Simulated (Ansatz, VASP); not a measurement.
## One calculation of Cu, two programs

INCAR

```
PREC = Accurate
ENCUT = 600
EDIFF = 1E-6
ISMEAR = -1
SIGMA = 0.05
LREAL = F
LASPH = T
NELM = 120
ALGO = Normal
ISIF = 2
LWAVE = F
LCHARG = F
GGA = PE
NBANDS = 12
GGA_COMPAT = F
```

File KPOINTS:

```
regular mesh
0
Gamma
  16 16 16
```

File POSCAR:

```
Cu
1.0
    2.3648146126      0.0000000000      0.0000000000
    0.0000000000      2.3648146126      0.0000000000
    0.0000000000      0.0000000000      2.3648146126
Cu
1
Direct
    0.0000000000      0.0000000000      0.0000000000
```

Input for Ansatz:

```yaml
crystal:
  lattice:
    - [2.3648146126, 0.0, 0.0]
    - [0.0, 2.3648146126, 0.0]
    - [0.0, 0.0, 2.3648146126]
  atoms:
    - { symbol: Cu, position: [0.0, 0.0, 0.0] }
kpoints:
  mp_grid: { grid: [16, 16, 16] }
scf:
  occupations: { method: fermi_dirac, width: 0.05 }
hamiltonian:
  xc: pbe
  pseudopotentials: { kind: all_electron, datasets: crystal }
output:
  forces: true
  stress: true
  eigenvalues: true
```

Change from the starting cell: volume scaled by 0.95, crystal datasets.

Alike in both runs: task single point; functional PBE; k mesh 16 × 16 × 16; occupations fermi-dirac, width 0.05 eV; no spin polarisation.

|  | VASP | Ansatz |
| --- | --- | --- |
| version | VASP 6.6.1 | Ansatz 0.2.0 |
| potentials or method | VASP PAW PBE potentials, release 64 (Cu), cutoff 600 eV | all-electron PAW with datasets made for the crystal, scalar-relativistic |

```tsv
	VASP	Ansatz	Ansatz less VASP
pressure (GPa)	6.6	6.1	-0.58
```

Ansatz ran all-electron here, and VASP with PAW potentials.
